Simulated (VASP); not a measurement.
Crystal: TaN.

```
CELL_PARAMETERS angstrom
5.19600 0.00000 0.00000
-2.59800 4.49987 0.00000
0.00000 0.00000 2.91100
ATOMIC_POSITIONS crystal
Ta 0.00000 0.00000 0.00000
Ta 0.66667 0.33333 0.50000
Ta 0.33333 0.66667 0.50000
N 0.00000 0.39285 0.00000
N 0.60715 0.60715 0.00000
N 0.39285 0.00000 0.00000
```

| Quantity | Value |
| --- | --- |
| Program | VASP 6.6.1 |
| Task | relaxation of cell and atoms |
| Functional | BLYP |
| Dispersion | D4 |
| Potentials or basis | VASP PAW PBE potentials, release 64 (Ta_pv, N) |
| Cutoff | 600 eV |
| k mesh | 6 × 6 × 9 |
| Occupations | fermi-dirac, width 0.05 eV |
| Spin | no spin polarisation |

At the start: pressure 8.0 GPa; volume 11.34 Å³/atom.

**Question.** How do energy, volume and symmetry change on relaxing?

**Answer.** Over 9 steps the energy falls by 7.6 meV/atom and the volume is 11.64 Å³/atom (+2.6 %); space group P-62m (No. 189, to 0.05 Å).

The path:
```
step  energy change (eV)  largest force (eV/Å)  pressure (GPa)  volume (Å³)
   1              0.0000                0.0325            7.98        68.06
   2              0.1504                0.3397          -14.89        73.78
   3             -0.0426                0.1399           -0.23        69.84
   4             -0.0426                0.1379           -0.08        69.80
   5             -0.0451                0.0545            0.05        69.83
   6             -0.0452                0.0357            0.06        69.83
   7             -0.0452                0.0393            0.05        69.83
   8             -0.0454                0.0129           -0.05        69.87
   9             -0.0454                0.0003           -0.01        69.86
```

Final structure:
```cif
data_structure
_symmetry_space_group_name_H-M 'P 1'
_symmetry_Int_Tables_number 1
_cell_length_a 5.2530
_cell_length_b 5.2530
_cell_length_c 2.9233
_cell_angle_alpha 90.000
_cell_angle_beta 90.000
_cell_angle_gamma 120.000
_cell_volume 69.86
loop_
_atom_site_label
_atom_site_type_symbol
_atom_site_fract_x
_atom_site_fract_y
_atom_site_fract_z
_atom_site_occupancy
Ta1 Ta 0.00000 0.00000 0.00000 1
Ta2 Ta 0.66667 0.33333 0.50000 1
Ta3 Ta 0.33333 0.66667 0.50000 1
N1 N 0.00000 0.39109 0.00000 1
N2 N 0.60891 0.60891 0.00000 1
N3 N 0.39109 0.00000 0.00000 1
```

Caveat: the PAW data sets were made with another functional, which shifts forces and pressure a little; pairwise dispersion overbinds metals, which lowers pressure and volume.
